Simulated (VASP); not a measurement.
# Si2Mo (I4/mmm) in VASP: settings compared, part 2 of 2

VASP 6.6.1. The steps go on from the part before.

### Step 5. Relaxation of shape and atoms at fixed volume, LDA (volume scaled by 0.96)

INCAR reads:

```
SYSTEM = Si2Mo
PREC     = Accurate       ! precision mode
ENCUT    = 600            ! plane-wave cutoff, eV
EDIFF    = 1E-6           ! SCF threshold, eV
ISMEAR   = 0              ! smearing method
SIGMA    = 0.05           ! smearing width, eV
LREAL    = .FALSE.        ! projectors in reciprocal space
LASPH    = .TRUE.         ! aspherical terms in the spheres
NELM     = 60             ! most SCF steps
ALGO     = Normal         ! electronic algorithm
ISIF     = 4              ! what is computed and relaxed
LWAVE    = .FALSE.        ! write WAVECAR
LCHARG   = .FALSE.        ! write CHGCAR
IBRION   = 2              ! ionic algorithm
NSW      = 60             ! ionic steps
EDIFFG   = -0.01          ! ionic threshold
```

KPOINTS reads:

```
Automatic mesh
0
G
  10 10 10
  0 0 0
```

POSCAR reads:

```
Si2Mo
1.0
   -1.5653904957      1.5653904957      3.8385662455
    1.5653904957     -1.5653904957      3.8385662455
    1.5653904957      1.5653904957     -3.8385662455
Si Mo
2 1
Direct
    0.3351756623      0.3351756623      0.0000000000
    0.6648243377      0.6648243377      0.0000000000
    0.0000000000      0.0000000000      0.0000000000
```

Potentials or basis: VASP PAW LDA potentials, release 64 (Si, Mo_sv).

Launch:

```console
$ cat potpaw_LDA.64/Si/POTCAR potpaw_LDA.64/Mo_sv/POTCAR > POTCAR
$ mpirun -np 1 vasp_std > vasp.out
```

It took 2.6 min on 1 thread of Intel Xeon Platinum 8375C at 2.90GHz (Ice Lake), shared host; peak memory 0.22 GiB.

Results (log left out):

```yaml
Free_energy: -25.7636 eV
Energy_gained_by_relaxing: 0.1 meV/atom
Ionic_steps: 4
Pressure_after_relaxing: 10.8 GPa
Largest_force_after_relaxing: 0.005 eV/Å
Band_gap_on_the_k_mesh: zero (band 11 reaches 13.76 eV, above the bottom of band 12 at 12.79 eV)
```

Forces in eV/Å, atoms in the order of the input:
```
Si   0.000  0.000  0.005
Si   0.000  0.000 -0.005
Mo   0.000  0.000  0.000
```

The path:
```csv
step,energy change (eV),largest force (eV/Å),pressure (GPa),volume (Å³)
1,0.0000,0.0703,10.86,37.62
2,-0.0003,0.0024,10.73,37.62
3,-0.0003,0.0126,10.77,37.62
4,-0.0003,0.0047,10.76,37.62
```

Final structure:
```xyz
3
Lattice="-1.5647 1.5647 3.8420 1.5647 -1.5647 3.8420 1.5647 1.5647 -3.8420" Properties=species:S:1:pos:R:3 pbc="T T T"
Si    0.0000    0.0000    2.5720
Si    1.5647    1.5647    1.2700
Mo    0.0000    0.0000    0.0000
```

Levels at points of the mesh, in eV from the Fermi level:
```tsv
k point	band 8	band 9	band 10	band 11	band 12	band 13	band 14	band 15
(0.00, 0.00, 0.00)	-3.26	-2.73	-2.73	0.50	3.08	3.61	3.82	3.82
(0.50, 0.00, 0.00)	-4.56	-2.76	-2.68	-0.51	2.55	3.28	4.42	4.63
(0.50, 0.50, 0.00)	-5.10	-4.61	-3.26	-1.06	2.61	3.08	3.43	3.61
(0.50, 0.50, 0.50)	-2.33	-0.57	-0.57	-0.38	-0.38	0.65	5.00	5.89
```

Caveat: the cell differs from its parent crystal (volume scaled by 0.96).

### Step 6. Relaxation of shape and atoms at fixed volume, PBE+D4 (volume scaled by 0.96)

INCAR reads:

```
SYSTEM = Si2Mo
PREC     = Accurate       ! precision mode
ENCUT    = 600            ! plane-wave cutoff, eV
EDIFF    = 1E-7           ! SCF threshold, eV
ISMEAR   = 0              ! smearing method
SIGMA    = 0.05           ! smearing width, eV
LREAL    = .False.        ! projectors in reciprocal space
LASPH    = .True.         ! aspherical terms in the spheres
NELM     = 60             ! most SCF steps
ALGO     = Normal         ! electronic algorithm
ISIF     = 4              ! what is computed and relaxed
LWAVE    = .False.        ! write WAVECAR
LCHARG   = .False.        ! write CHGCAR
GGA      = PE             ! functional
IVDW     = 13             ! dispersion correction
IBRION   = 2              ! ionic algorithm
NSW      = 60             ! ionic steps
EDIFFG   = -0.01          ! ionic threshold
```

KPOINTS reads:

```
regular mesh
0
Gamma
  10 10 10
  0 0 0
```

POSCAR reads:

```
Si2Mo
1.0
   -1.5702135558      1.5702135558      3.8521349789
    1.5702135558     -1.5702135558      3.8521349789
    1.5702135558      1.5702135558     -3.8521349789
Si Mo
2 1
Direct
    0.3346846690      0.3346846690      0.0000000000
    0.6653153310      0.6653153310      0.0000000000
    0.0000000000      0.0000000000      0.0000000000
```

Potentials or basis: VASP PAW PBE potentials, release 64 (Si, Mo_sv).

Launch:

```console
$ cat potpaw_PBE.64/Si/POTCAR potpaw_PBE.64/Mo_sv/POTCAR > POTCAR
$ mpirun -np 1 vasp_std > vasp.out
```

Run time: 2.7 min. Hardware: 1 thread of Intel Xeon Platinum 8375C at 2.90GHz (Ice Lake), shared host; peak memory 0.25 GiB.

Results (log left out):

* Free energy: -24.8717 eV
* Energy gained by relaxing: 0.1 meV/atom
* Ionic steps: 4
* Pressure after relaxing: 10.0 GPa
* Largest force after relaxing: 0.004 eV/Å
* Band gap on the k mesh: zero (band 11 reaches 13.67 eV, above the bottom of band 12 at 12.67 eV)
* Dispersion energy per atom: -0.583 eV

Forces in eV/Å, atoms in the order of the input:
```
Si   0.000  0.000  0.004
Si   0.000  0.000 -0.004
Mo   0.000  0.000  0.000
```

The path:
| step | energy change (eV) | largest force (eV/Å) | pressure (GPa) | volume (Å³) |
| --- | --- | --- | --- | --- |
| 1 | 0.0000 | 0.0596 | 10.08 | 37.99 |
| 2 | -0.0002 | 0.0031 | 9.97 | 37.99 |
| 3 | -0.0002 | 0.0113 | 10.00 | 37.99 |
| 4 | -0.0002 | 0.0043 | 9.99 | 37.99 |

Final structure:
```
CELL_PARAMETERS angstrom
-1.56958 1.56958 3.85527
1.56958 -1.56958 3.85527
1.56958 1.56958 -3.85527
ATOMIC_POSITIONS crystal
Si 0.33431 0.33431 0.00000
Si 0.66569 0.66569 0.00000
Mo 0.00000 0.00000 0.00000
```

Levels at points of the mesh, in eV from the Fermi level:
| k point | band 7 | band 8 | band 9 | band 10 | band 11 | band 12 | band 13 | band 14 | band 15 |
| --- | --- | --- | --- | --- | --- | --- | --- | --- | --- |
| (0.00, 0.00, 0.00) | -3.30 | -3.25 | -2.72 | -2.72 | 0.49 | 3.01 | 3.57 | 3.81 | 3.81 |
| (0.50, 0.00, 0.00) | -5.12 | -4.59 | -2.73 | -2.65 | -0.51 | 2.55 | 3.25 | 4.41 | 4.57 |
| (0.50, 0.50, 0.00) | -5.85 | -5.14 | -4.61 | -3.24 | -1.11 | 2.61 | 3.06 | 3.38 | 3.54 |
| (0.50, 0.50, 0.50) | -3.78 | -2.33 | -0.56 | -0.56 | -0.41 | -0.41 | 0.64 | 4.97 | 5.89 |

Caveat: the cell differs from its parent crystal (volume scaled by 0.96); pairwise dispersion overbinds metals, which lowers pressure and volume.

### Step 7. Overview

| task | level | potentials or basis | cell | cutoff (eV) | gap on the mesh (eV) | pressure (GPa) |
| --- | --- | --- | --- | --- | --- | --- |
| single point | r2SCAN | VASP PAW PBE potentials, release 64 (Si, Mo_sv) | a = 4.544 Å, angles 138.4, 138.4, 60.3°, 3 atoms | 520 | none | -3.7 |
| single point | r2SCAN+D4 | VASP PAW PBE potentials, release 64 (Si, Mo_sv) | a = 4.558 Å, angles 138.4, 138.4, 60.3°, 3 atoms | 520 | none | -7.7 |
| single point | r2SCAN | VASP PAW PBE potentials, release 64 (Si, Mo_sv) | a = 4.571 Å, angles 138.4, 138.4, 60.3°, 3 atoms | 520 | none | -7.5 |
| relaxation of shape and atoms at fixed volume | LDA | VASP PAW LDA potentials, release 64 (Si, Mo_sv) | relaxed from a = 4.431 Å, angles 138.6, 138.6, 59.9°, 3 atoms | 600 | none | 10.8 |
| relaxation of shape and atoms at fixed volume | PBE+D4 | VASP PAW PBE potentials, release 64 (Si, Mo_sv) | relaxed from a = 4.446 Å, angles 138.6, 138.6, 59.9°, 3 atoms | 600 | none | 10.0 |

Alike in all rows: no spin polarisation; k mesh 10 × 10 × 10; smearing gaussian 0.05 eV.

Caveats: the PAW data sets were made with another functional, which shifts forces and pressure a little (some runs); pairwise dispersion overbinds metals, which lowers pressure and volume (some runs).

Absolute energies hang on the potentials; compare differences alone.
